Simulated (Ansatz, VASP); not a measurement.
**C in VASP and in Ansatz**

```
C
1.0
     2.13628   -1.23338   -0.00653
     2.13628    1.23338   -0.00653
    -1.39579    0.00000    4.25644
C
2
Direct
  0.83335 0.83335 0.00005
  0.16665 0.16665 0.99995
```

Alike in both runs: functional PBE; k mesh 12 × 12 × 6; occupations gaussian, width 0.02 eV; no spin polarisation.

Ansatz relaxed the structure, and its values are those at the end. VASP's run is a single point on that final structure, the one shown.

|  | VASP | Ansatz |
| --- | --- | --- |
| version | VASP 6.6.1 | Ansatz 0.2.0 |
| potentials or method | VASP PAW PBE potentials, release 64 (C), cutoff 520 eV | scalar-relativistic, plane waves, PAW |
| valence electrons in the cell | 8 | 8 |

VASP gave:

- gap on the k mesh at the Fermi level (eV): 0.13
- least direct gap on the mesh (eV): 0.13
- pressure (GPa): 0.3

Problem. Which values does Ansatz return?

Solution. gap on the k mesh at the Fermi level (eV): 0.13; least direct gap on the mesh (eV): 0.13; pressure (GPa): 0.0.

With one functional, cell and mesh, what is left measures potentials, basis and numerics.
